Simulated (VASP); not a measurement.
# Mg32HS32 (a cell with a defect) in VASP: further runs, part 2 of 2

VASP 6.6.1. The steps go on from the part before.

### Step 3. Relaxation of the atoms, PBEsol

INCAR reads:

```
PREC = Accurate
ENCUT = 450
EDIFF = 1E-7
ISMEAR = -1
SIGMA = 0.05
LREAL = Auto
LASPH = T
NELM = 120
ALGO = Normal
ISIF = 2
LWAVE = F
LCHARG = F
GGA = PS
IBRION = 2
NSW = 100
EDIFFG = -0.03
NELECT = 256.0
ISYM = -1
GGA_COMPAT = F
NELMIN = 4
KPAR = 1
```

KPOINTS reads:

```
explicit points
1
Reciprocal
  0.25000000   0.25000000   0.25000000 1
```

POSCAR reads:

```
Mg32HS32
1.0
   10.3639610000      0.0000000000      0.0000000000
    0.0000000000     10.3639610000      0.0000000000
    0.0000000000      0.0000000000     10.3639610000
S Mg H
32 32 1
Direct
    0.2486470000      0.0029680000      0.0008180000
    0.2478900000      0.0006270000      0.5006770000
    0.2496470000      0.4987560000      0.0041870000
    0.2512520000      0.4989240000      0.5024190000
    0.7473760000      0.9980390000      0.0047360000
    0.7510230000      0.9990400000      0.4992000000
    0.7487060000      0.4986070000      0.9982150000
    0.7486500000      0.4997850000      0.5003030000
    0.0017850000      0.2523400000      0.9980060000
    0.9994340000      0.2508340000      0.4989390000
    0.9999730000      0.7504630000      0.0009040000
    0.0002400000      0.7493630000      0.4973240000
    0.4986200000      0.2501730000      0.9996190000
    0.4980900000      0.2493320000      0.5003040000
    0.5006990000      0.7523140000      0.0002080000
    0.4975140000      0.7512240000      0.5023020000
    0.9978370000      0.0012990000      0.2481690000
    0.0011130000      0.0000240000      0.7483290000
    0.0007350000      0.4999260000      0.2474540000
    0.9987270000      0.4978070000      0.7520940000
    0.4980850000      0.9978580000      0.2503210000
    0.5007300000      0.9997000000      0.7477380000
    0.5019350000      0.4996420000      0.2459830000
    0.4998520000      0.5018810000      0.7478540000
    0.2520100000      0.2460170000      0.2480140000
    0.2465070000      0.2511200000      0.7493110000
    0.2509030000      0.7471930000      0.2482780000
    0.2492510000      0.7489040000      0.7484040000
    0.7441470000      0.2490080000      0.2494540000
    0.7498220000      0.2523180000      0.7514980000
    0.7496350000      0.7488970000      0.2509940000
    0.7475660000      0.7509100000      0.7485830000
    0.9987620000      0.0012380000      0.9990030000
    0.0000870000      0.9977770000      0.4987550000
    0.9985080000      0.4959360000      0.9999670000
    0.9996930000      0.5005920000      0.5010430000
    0.5022630000      0.0018250000      0.9986240000
    0.4945650000      0.0010830000      0.4999110000
    0.4997030000      0.4995140000      0.9996180000
    0.4993770000      0.4993490000      0.5013450000
    0.2519730000      0.2480370000      0.9974800000
    0.2480920000      0.2511720000      0.5013070000
    0.2485770000      0.7480280000      0.9993620000
    0.2481370000      0.7485200000      0.4987620000
    0.7513300000      0.2527470000      0.0029760000
    0.7491250000      0.2491910000      0.5000700000
    0.7504350000      0.7484420000      0.0000200000
    0.7496580000      0.7446170000      0.5025240000
    0.2505120000      0.0004130000      0.2491340000
    0.2513420000      0.0008240000      0.7485040000
    0.2478640000      0.5007080000      0.2519910000
    0.2529010000      0.4986050000      0.7535150000
    0.7516000000      0.0022350000      0.2476360000
    0.7509430000      0.9988320000      0.7498610000
    0.7516000000      0.4975410000      0.2478510000
    0.7471790000      0.5014550000      0.7515460000
    0.0021940000      0.2491360000      0.2524770000
    0.0023260000      0.2481700000      0.7515530000
    0.9979790000      0.7485530000      0.2464880000
    0.0001400000      0.7479550000      0.7503410000
    0.4993050000      0.2490670000      0.2490140000
    0.5011900000      0.2522400000      0.7474120000
    0.4997920000      0.7522120000      0.2539970000
    0.4968700000      0.7461560000      0.7493810000
    0.3764750000      0.3748400000      0.3741700000
```

Potentials or basis: VASP PAW PBE potentials, release 64 (S, Mg, H).

Started as:

```sh
cat potpaw_PBE.64/S/POTCAR potpaw_PBE.64/Mg/POTCAR potpaw_PBE.64/H/POTCAR > POTCAR
mpirun -np 4 vasp_std > vasp.out
```

Wall time 39 min (4 MPI ranks of Intel Xeon Platinum 8259CL at 2.50GHz (Skylake/Cascade Lake), shared host); peak memory 0.36 GiB.

It converged, with:

- Free energy: -297.5104 eV
- Energy gained by relaxing: 22.5 meV/atom
- Ionic steps: 42
- Largest force after relaxing: 0.026 eV/Å

Forces in eV/Å, atoms in the order of the input:
```
S    0.001  0.006  0.004
S    0.007  0.001 -0.005
S    0.005 -0.001  0.004
S   -0.006  0.007  0.008
S   -0.003  0.000  0.001
S   -0.001  0.001  0.005
S    0.001  0.000  0.000
S   -0.001 -0.004 -0.007
S    0.005  0.000  0.001
S    0.007 -0.002 -0.001
S   -0.002 -0.001 -0.002
S    0.000 -0.001 -0.002
S   -0.003  0.001  0.006
S    0.001  0.002 -0.003
S    0.001  0.002 -0.001
S   -0.001 -0.006 -0.003
S    0.000 -0.001  0.001
S   -0.001 -0.002 -0.001
S    0.007  0.002  0.002
S   -0.002 -0.003 -0.003
S   -0.003  0.005 -0.001
S    0.001 -0.002  0.004
S   -0.001 -0.001  0.002
S   -0.004  0.002 -0.006
S    0.008  0.007  0.008
S    0.001 -0.004 -0.013
S    0.001 -0.022  0.001
S    0.003 -0.002 -0.002
S   -0.025  0.003  0.005
S    0.002 -0.002  0.002
S    0.001  0.002 -0.003
S    0.001  0.000  0.001
Mg   0.004 -0.005 -0.002
Mg  -0.001  0.003 -0.002
Mg  -0.001  0.001  0.001
Mg   0.002 -0.002 -0.003
Mg  -0.003  0.000  0.001
Mg   0.003 -0.003  0.002
Mg   0.003  0.003 -0.006
Mg   0.005  0.002  0.003
Mg  -0.004 -0.002 -0.001
Mg  -0.006 -0.005  0.012
Mg   0.000  0.000  0.003
Mg   0.001  0.002  0.000
Mg  -0.001  0.000  0.004
Mg   0.001 -0.003 -0.005
Mg  -0.001  0.000  0.001
Mg   0.000  0.000 -0.001
Mg  -0.005  0.004 -0.002
Mg   0.001  0.005  0.002
Mg  -0.003  0.014 -0.005
Mg  -0.001  0.002 -0.002
Mg  -0.001  0.004 -0.003
Mg  -0.001  0.001 -0.002
Mg   0.002 -0.003 -0.003
Mg   0.001 -0.003 -0.001
Mg  -0.002 -0.004 -0.003
Mg   0.004  0.001 -0.001
Mg   0.006 -0.002  0.000
Mg  -0.004  0.000 -0.004
Mg   0.017  0.000 -0.002
Mg  -0.001 -0.003 -0.002
Mg  -0.001 -0.001 -0.002
Mg   0.002  0.000  0.003
H   -0.016  0.003  0.017
```

Step by step:
| step | energy change (eV) | largest force (eV/Å) | pressure (GPa) |
| --- | --- | --- | --- |
| 1 | 0.0000 | 0.8781 | -1.28 |
| 3 | -0.4666 | 0.2266 | -1.29 |
| 5 | -0.5344 | 0.2529 | -1.29 |
| 7 | -0.5922 | 0.6599 | -1.30 |
| 9 | -0.6669 | 1.0143 | -1.28 |
| 11 | -0.4432 | 3.3778 | -0.68 |
| 13 | -0.8276 | 0.9527 | -1.05 |
| 15 | -0.8543 | 0.9620 | -1.06 |
| 17 | -0.8933 | 0.5892 | -1.01 |
| 19 | -1.0873 | 0.6650 | -1.02 |
| 21 | -1.2691 | 0.5200 | -1.04 |
| 23 | -1.3501 | 0.8161 | -1.08 |
| 25 | -1.4182 | 0.2520 | -1.03 |
| 27 | -1.4365 | 0.2993 | -1.06 |
| 29 | -1.4447 | 0.1804 | -1.05 |
| 31 | -1.4533 | 0.0839 | -1.03 |
| 33 | -1.4560 | 0.2152 | -1.04 |
| 35 | -1.4581 | 0.0444 | -1.03 |
| 37 | -1.4589 | 0.0405 | -1.02 |
| 39 | -1.4593 | 0.1001 | -1.03 |
| 41 | -1.4598 | 0.0304 | -1.03 |
| 42 | -1.4599 | 0.0257 | -1.03 |

Final structure:
```cif
data_structure
_symmetry_space_group_name_H-M 'P 1'
_symmetry_Int_Tables_number 1
_cell_length_a 10.3640
_cell_length_b 10.3640
_cell_length_c 10.3640
_cell_angle_alpha 90.000
_cell_angle_beta 90.000
_cell_angle_gamma 90.000
_cell_volume 1113.21
loop_
_atom_site_label
_atom_site_type_symbol
_atom_site_fract_x
_atom_site_fract_y
_atom_site_fract_z
_atom_site_occupancy
S1 S 0.25138 0.00339 0.00381 1
S2 S 0.25023 0.00051 0.50141 1
S3 S 0.25011 0.50098 0.00093 1
S4 S 0.24953 0.49569 0.49572 1
S5 S 0.75119 0.00120 0.00162 1
S6 S 0.75021 0.00077 0.50036 1
S7 S 0.74992 0.50016 0.00120 1
S8 S 0.74936 0.49967 0.50003 1
S9 S 0.00362 0.25152 0.00415 1
S10 S 0.00020 0.25064 0.50154 1
S11 S 0.00109 0.75129 0.00176 1
S12 S 0.00057 0.75036 0.50056 1
S13 S 0.50104 0.25018 0.00074 1
S14 S 0.49568 0.24960 0.49563 1
S15 S 0.50009 0.74997 0.00114 1
S16 S 0.49940 0.74964 0.49987 1
S17 S 0.00430 0.00440 0.25175 1
S18 S 0.00114 0.00135 0.75158 1
S19 S 0.99994 0.50139 0.25079 1
S20 S 0.00055 0.50040 0.75070 1
S21 S 0.50131 0.00006 0.25063 1
S22 S 0.50016 0.00068 0.75040 1
S23 S 0.49511 0.49496 0.25032 1
S24 S 0.49937 0.49942 0.75007 1
S25 S 0.24498 0.24487 0.24513 1
S26 S 0.25071 0.25090 0.75314 1
S27 S 0.25073 0.75341 0.25113 1
S28 S 0.25027 0.75003 0.75038 1
S29 S 0.75367 0.25081 0.25105 1
S30 S 0.74994 0.25046 0.75038 1
S31 S 0.74995 0.75005 0.25082 1
S32 S 0.75017 0.75038 0.75069 1
Mg1 Mg 0.00105 0.00134 0.00151 1
Mg2 Mg 0.99972 0.99988 0.50198 1
Mg3 Mg 0.99946 0.50155 0.00009 1
Mg4 Mg 0.99900 0.50107 0.50147 1
Mg5 Mg 0.50148 0.99944 0.99983 1
Mg6 Mg 0.50069 0.99930 0.50119 1
Mg7 Mg 0.50047 0.50057 0.99983 1
Mg8 Mg 0.50000 0.50027 0.50089 1
Mg9 Mg 0.25353 0.25333 0.99233 1
Mg10 Mg 0.24525 0.24556 0.51601 1
Mg11 Mg 0.25058 0.75236 0.99901 1
Mg12 Mg 0.24993 0.74920 0.50234 1
Mg13 Mg 0.75249 0.25070 0.99894 1
Mg14 Mg 0.74915 0.25026 0.50246 1
Mg15 Mg 0.75073 0.75079 0.00015 1
Mg16 Mg 0.74998 0.75024 0.50150 1
Mg17 Mg 0.25421 0.99188 0.25393 1
Mg18 Mg 0.25063 0.99882 0.75259 1
Mg19 Mg 0.24418 0.51735 0.24562 1
Mg20 Mg 0.24992 0.50183 0.74957 1
Mg21 Mg 0.75280 0.99869 0.25113 1
Mg22 Mg 0.75081 0.99981 0.75118 1
Mg23 Mg 0.74893 0.50202 0.25070 1
Mg24 Mg 0.74990 0.50114 0.75067 1
Mg25 Mg 0.99195 0.25439 0.25430 1
Mg26 Mg 0.99875 0.25085 0.75280 1
Mg27 Mg 0.99861 0.75286 0.25117 1
Mg28 Mg 0.99975 0.75101 0.75142 1
Mg29 Mg 0.51807 0.24400 0.24513 1
Mg30 Mg 0.50178 0.25007 0.74945 1
Mg31 Mg 0.50184 0.74899 0.25057 1
Mg32 Mg 0.50079 0.75005 0.75046 1
H1 H 0.32653 0.32354 0.31663 1
```

Levels at points of the mesh, in eV from the Fermi level:
```
           k point  band 125  band 126  band 127  band 128  band 129  band 130  band 131  band 132
(0.25, 0.25, 0.25)     -1.49     -1.49     -1.26     -1.26      2.12      2.13      2.17      2.43
```

Caveat: the cell carries a net charge on a neutralising background, which shifts energy and pressure; the cell is charged against a uniform background, so pressure and absolute levels hang on convention; the PAW data sets were made with another functional, which shifts forces and pressure a little.

### Step 4. Relaxation of the atoms, PBEsol

INCAR reads:

```
  ALGO = Normal
  EDIFF = 1E-7
  EDIFFG = -0.03
  ENCUT = 450
  GGA = PS
  GGA_COMPAT = F
  IBRION = 2
  ISIF = 2
  ISMEAR = -1
  ISYM = -1
  KPAR = 1
  LASPH = T
  LCHARG = F
  LREAL = Auto
  LWAVE = F
  NELECT = 258.0
  NELM = 120
  NELMIN = 4
  NSW = 100
  PREC = Accurate
  SIGMA = 0.05
```

KPOINTS is that of step 3.

POSCAR is that of step 3.

Potentials or basis: VASP PAW PBE potentials, release 64 (S, Mg, H).

Started as:

```sh
cat potpaw_PBE.64/S/POTCAR potpaw_PBE.64/Mg/POTCAR potpaw_PBE.64/H/POTCAR > POTCAR
mpirun -np 4 vasp_std > vasp.out
```

OUTCAR:

```text
EDIFF = 1E-7
   EDIFFG = -0.03
   ENCUT = 450
   GGA = PS
   IBRION = 2
   ISIF = 2
   ISMEAR = -1
   ISYM = -1
   LASPH = T
   LREAL = Auto
   NELECT = 258.0
   NELM = 120
   NELMIN = 4
   NSW = 100
   PREC = Accurate

 ion  position               nearest neighbor table
   1  0.249  0.003  0.001-  41 2.54  49 2.57  33 2.59  50 2.62  37 2.63  43 2.64
   2  0.248  0.001  0.501-  38 2.56  34 2.57  50 2.57  42 2.60  49 2.61  44 2.61
   3  0.250  0.499  0.004-  51 2.57  43 2.58  39 2.59  52 2.60  41 2.60  35 2.60
   4  0.251  0.499  0.502-  42 2.57  40 2.57  44 2.59  51 2.60  52 2.60  36 2.61
   5  0.747  0.998  0.005-  53 2.52  37 2.54  47 2.59  33 2.61  45 2.64  54 2.64
   6  0.751  0.999  0.499-  34 2.58  46 2.59  54 2.60  53 2.61  48 2.64  38 2.66
[... 30 lines left out ...]
  35  0.999  0.496  1.000-   9 2.52  19 2.57  20 2.57   7 2.59   3 2.60  11 2.64  45 3.59  55 3.63
                            58 3.64
  36  1.000  0.501  0.501-  12 2.58  10 2.59   8 2.60  20 2.60   4 2.61  19 2.63  48 3.62  44 3.64
                            60 3.64  51 3.64  42 3.65
  37  0.502  0.002  0.999-   5 2.54  13 2.57  15 2.59  22 2.60  21 2.61   1 2.63  41 3.64  54 3.65
                            61 3.65  53 3.65
  38  0.495  0.001  0.500-   2 2.56  22 2.57  14 2.57  21 2.59  16 2.59   6 2.66  50 3.60  63 3.63
                            49 3.63  42 3.64  62 3.66  61 3.66  44 3.66
  39  0.500  0.500  1.000-  23 2.55   7 2.58  13 2.58   3 2.59  24 2.61  15 2.62  52 3.61  56 3.63
                            64 3.64  45 3.65
  40  0.499  0.499  0.501-  65 2.24  24 2.55   4 2.57   8 2.58  14 2.59  16 2.61  23 2.65  62 3.61
                            64 3.63  48 3.63  56 3.65  52 3.65
  41  0.252  0.248  0.997-   1 2.54  13 2.56  26 2.57   9 2.59  25 2.60   3 2.60  52 3.62  58 3.63
[... 579 lines left out ...]
------------------------ aborting loop because EDIFF is reached ----------------------------------------
[... 193 lines left out ...]
--------------------------------------- Ionic step       10  -------------------------------------------

 number of electron     257.9999988 magnetization

 Free energy of the ion-electron system (eV)
  ---------------------------------------------------
  ext. energy  EPLUGINS =         0.00000000
  ---------------------------------------------------
  free energy    TOTEN  =      -285.71238958 eV

  energy without entropy =     -285.71238957  energy(sigma->0) =     -285.71238958

 E-fermi :   6.0090     XC(G=0):  -9.9169

 val. band max:        4.9799406527   @ k =   0.2500   0.2500   0.2500
 cond. band min:       7.0809685916   @ k =   0.2500   0.2500   0.2500
 fundamental gap:      2.1010279390
 Fermi energy:         6.0090212729

 k-point     1 :       0.2500    0.2500    0.2500
  band No.  band energies     occupation
      1      -8.8188      2.00000
      2      -8.4366      2.00000
      3      -8.4360      2.00000
      4      -8.4237      2.00000
      5      -8.1068      2.00000
      6      -8.1059      2.00000
[... 133 lines left out ...]
    140       8.4108      0.00000
    141       8.4546      0.00000
 [bands above 141 left out]

------------------------ aborting loop because EDIFF is reached ----------------------------------------

  FORCE on cell =-STRESS in cart. coord.  units (eV):
  Direction    XX          YY          ZZ          XY          YZ          ZX
  --------------------------------------------------------------------------------------
  -------------------------------------------------------------------------------------
  Total       10.9089248     10.8317843     10.9448899     -3.3907504     -3.5007916     -3.6650692
  in kB       15.7005628     15.5895391     15.7523251     -4.8801041     -5.0384799     -5.2749148
  external PRESSURE =      15.6808090 kB  Pullay stress =       0.0000000 kB
[... 80 lines left out ...]
  FREE ENERGIE OF THE ION-ELECTRON SYSTEM (eV)
  ---------------------------------------------------
  free  energy   TOTEN  =      -285.7123895785 eV

  energy  without entropy=     -285.7123895734  energy(sigma->0) =     -285.71238958

 reached required accuracy - stopping structural energy minimisation
```

OSZICAR:

```text
N       E                     dE             d eps       ncg     rms          rms(c)
DAV:   1     0.114988550260E+04    0.11499E+04   -0.95445E+04   328   0.119E+03
DAV:   2    -0.166976559127E+03   -0.13169E+04   -0.12678E+04   420   0.201E+02
DAV:   3    -0.294398445890E+03   -0.12742E+03   -0.12665E+03   384   0.678E+01
[... 143 lines left out ...]
DAV:   5    -0.285712391644E+03    0.79465E-05   -0.16922E-05   416   0.911E-03    0.310E-02
DAV:   6    -0.285712389715E+03    0.19293E-05   -0.16510E-05   400   0.927E-03    0.181E-02
DAV:   7    -0.285712389802E+03   -0.87332E-07   -0.71235E-06   384   0.535E-03    0.103E-02
DAV:   8    -0.285712389613E+03    0.18862E-06   -0.94107E-07   400   0.198E-03    0.680E-03
DAV:   9    -0.285712389579E+03    0.34875E-07   -0.17233E-07   240   0.112E-03
  10 F= -.28571239E+03 E0= -.28571239E+03  d E =-.195909E-02
```

It took 11 min on 4 MPI ranks of Intel Xeon Platinum 8259CL at 2.50GHz (Skylake/Cascade Lake), shared host; peak memory 0.36 GiB.

Results:

| Property | Result |
| --- | --- |
| Free energy | -285.7124 eV |
| Energy gained by relaxing | 21.1 meV/atom |
| Ionic steps | 10 |
| Largest force after relaxing | 0.026 eV/Å |

Forces on the atoms (eV/Å):
```
S    0.003 -0.005 -0.002
S    0.001  0.000  0.001
S    0.004 -0.005 -0.005
S    0.012  0.005 -0.006
S   -0.002 -0.002 -0.001
S    0.007 -0.011  0.001
S   -0.004  0.003 -0.011
S    0.006 -0.009 -0.008
S   -0.005  0.002 -0.002
S   -0.004  0.005  0.001
S    0.000 -0.003  0.006
S   -0.007  0.001  0.003
S   -0.005  0.002 -0.004
S    0.013  0.005  0.005
S    0.003 -0.004 -0.011
S   -0.008  0.007 -0.008
S    0.000 -0.003  0.003
S    0.001  0.001  0.003
S   -0.006 -0.003  0.000
S   -0.007  0.000  0.004
S   -0.001 -0.005  0.001
S    0.001 -0.016  0.003
S   -0.008  0.000  0.015
S   -0.010 -0.013  0.003
S    0.009  0.012  0.002
S    0.000  0.004  0.002
S    0.003  0.008 -0.001
S   -0.005  0.004  0.009
S    0.002  0.009  0.001
S    0.008 -0.007  0.005
S    0.005  0.007 -0.007
S   -0.002 -0.001 -0.006
Mg  -0.005  0.001 -0.001
Mg   0.010  0.010  0.009
Mg   0.010 -0.001  0.004
Mg  -0.007  0.002 -0.002
Mg   0.000  0.003  0.010
Mg   0.003 -0.008  0.002
Mg  -0.004 -0.004 -0.007
Mg   0.004  0.001  0.010
Mg  -0.001  0.002  0.001
Mg   0.009  0.012  0.003
Mg   0.003 -0.002  0.007
Mg  -0.007  0.005  0.002
Mg  -0.009 -0.001  0.003
Mg   0.006 -0.005  0.001
Mg   0.006  0.004 -0.009
Mg  -0.007 -0.011 -0.004
Mg   0.005  0.002  0.006
Mg  -0.003  0.008  0.002
Mg  -0.005  0.015 -0.006
Mg  -0.010  0.002  0.003
Mg  -0.007  0.007 -0.001
Mg   0.004 -0.004  0.004
Mg   0.003  0.001 -0.011
Mg  -0.015 -0.004 -0.021
Mg  -0.003  0.005  0.006
Mg  -0.001 -0.001 -0.009
Mg   0.007 -0.003 -0.001
Mg  -0.003  0.007  0.008
Mg   0.004  0.004  0.009
Mg  -0.001 -0.011  0.005
Mg   0.006 -0.005 -0.012
Mg  -0.004 -0.015 -0.017
H    0.007 -0.004  0.013
```

Step by step:
```
step  energy change (eV)  largest force (eV/Å)  pressure (GPa)
   1              0.0000                1.2151            1.49
   2             -0.5009                1.0327            1.47
   3             -0.9479                0.5251            1.63
   4             -1.1364                0.4211            1.63
   5             -1.2754                0.3373            1.66
   6             -1.3597                0.0966            1.58
   7             -1.3633                0.0983            1.56
   8             -1.3714                0.0444            1.57
   9             -1.3719                0.0420            1.57
  10             -1.3738                0.0259            1.57
```

Final structure:
```
S Mg H
1.0
    10.36396    0.00000    0.00000
     0.00000   10.36396    0.00000
     0.00000    0.00000   10.36396
S Mg H
32 32 1
Direct
  0.24930 0.99820 0.99841
  0.24972 0.00151 0.49955
  0.25007 0.49943 0.00250
  0.23100 0.51238 0.51383
  0.75011 0.99976 0.99985
  0.75165 0.99688 0.50025
  0.75252 0.50004 0.99714
  0.74463 0.49855 0.49895
  0.99843 0.24927 0.99856
  0.00156 0.24970 0.49969
  0.99965 0.75009 0.99976
  0.99653 0.75200 0.50021
  0.49958 0.25015 0.00214
  0.51194 0.23187 0.51267
  0.49997 0.75254 0.99703
  0.49835 0.74474 0.49880
  0.99816 0.99804 0.24941
  0.99959 0.99963 0.75010
  0.00222 0.49935 0.25039
  0.99675 0.49997 0.75253
  0.49940 0.00206 0.25010
  0.49997 0.99718 0.75213
  0.51382 0.51325 0.23092
  0.49869 0.49889 0.74511
  0.23811 0.23759 0.23868
  0.25001 0.24985 0.74657
  0.24997 0.74567 0.25034
  0.24938 0.75172 0.75198
  0.74619 0.24979 0.25033
  0.75160 0.24948 0.75194
  0.75182 0.75181 0.24978
  0.74960 0.74974 0.75001
  0.00008 0.99988 0.00003
  0.00012 0.00027 0.49940
  0.00060 0.49951 0.00093
  0.99211 0.50066 0.50138
  0.49948 0.00082 0.00052
  0.50049 0.99257 0.50092
  0.50124 0.50129 0.99233
  0.48716 0.48766 0.48712
  0.24927 0.24904 0.99546
  0.26318 0.26354 0.48819
  0.24996 0.74873 0.00071
  0.24719 0.75373 0.50113
  0.74905 0.25013 0.00082
  0.75362 0.24741 0.50111
  0.74928 0.74944 0.00038
  0.74846 0.74878 0.49966
  0.24899 0.99464 0.24917
  0.25004 0.00036 0.74881
  0.26445 0.48756 0.26448
  0.24755 0.50073 0.75482
  0.74882 0.00039 0.25028
  0.74935 0.99996 0.74962
  0.75461 0.50078 0.24789
  0.74897 0.49939 0.74942
  0.99513 0.24889 0.24930
  0.00060 0.25004 0.74916
  0.00041 0.74866 0.25026
  0.99980 0.74925 0.74944
  0.48792 0.26427 0.26352
  0.50082 0.24786 0.75420
  0.50077 0.75448 0.24774
  0.49928 0.74919 0.74919
  0.37985 0.38123 0.37924
```

Levels at points of the mesh, in eV from the Fermi level:
| k point | band 126 | band 127 | band 128 | band 129 | band 130 | band 131 | band 132 | band 133 |
| --- | --- | --- | --- | --- | --- | --- | --- | --- |
| (0.25, 0.25, 0.25) | -2.53 | -2.30 | -2.30 | -1.03 | 1.07 | 1.07 | 1.11 | 2.09 |

Caveat: the cell carries a net charge on a neutralising background, which shifts energy and pressure; the cell is charged against a uniform background, so pressure and absolute levels hang on convention; the PAW data sets were made with another functional, which shifts forces and pressure a little.
